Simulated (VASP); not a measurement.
Set up this calculation in VASP 6.6.1, as the native input.

- Task: single point
- Functional: PBE
- Potentials or basis: VASP PAW PBE potentials, release 64 (Hf_pv, H)
- Cutoff: 520 eV
- k mesh: 18 × 18 × 18
- Occupations: gaussian, width 0.1 eV
- Spin: no spin polarisation
- Dipole correction: no
- Further INCAR settings: ALGO = Normal; EDIFF = 1e-07; NBANDS = 12

The structure of HfH lies in POSCAR:

```
HfH
1.0
    2.9047773039      0.0000000000      0.0000000000
    0.0000000000      2.9047773039      0.0000000000
    0.0000000000      0.0000000000      2.9047773039
Hf H
1 1
Direct
    0.5000000000      0.5000000000      0.5000000000
    0.0000000000      0.0000000000      0.0000000000
```

One way to write it, as run:

INCAR

```
PREC = Accurate
ENCUT = 520
EDIFF = 1E-7
ISMEAR = 0
SIGMA = 0.1
LREAL = F
LASPH = T
NELM = 80
ALGO = Normal
ISIF = 2
LWAVE = F
LCHARG = T
GGA = PE
LELF = T
LVHAR = T
NBANDS = 12
```

KPOINTS

```
regular mesh
0
Gamma
  18 18 18
```

Potentials or basis: VASP PAW PBE potentials, release 64 (Hf_pv, H).

Command:

```bash
$ cat potpaw_PBE.64/Hf_pv/POTCAR potpaw_PBE.64/H/POTCAR > POTCAR
$ mpirun -np 1 vasp_std > vasp.out
```

It gave:

```json
{
 "Pressure": "-0.5 GPa"
}
```

Wall time 33 s on 1 thread of AMD EPYC 9R14 (Zen 4), with other jobs on the host, peak memory 0.16 GiB.
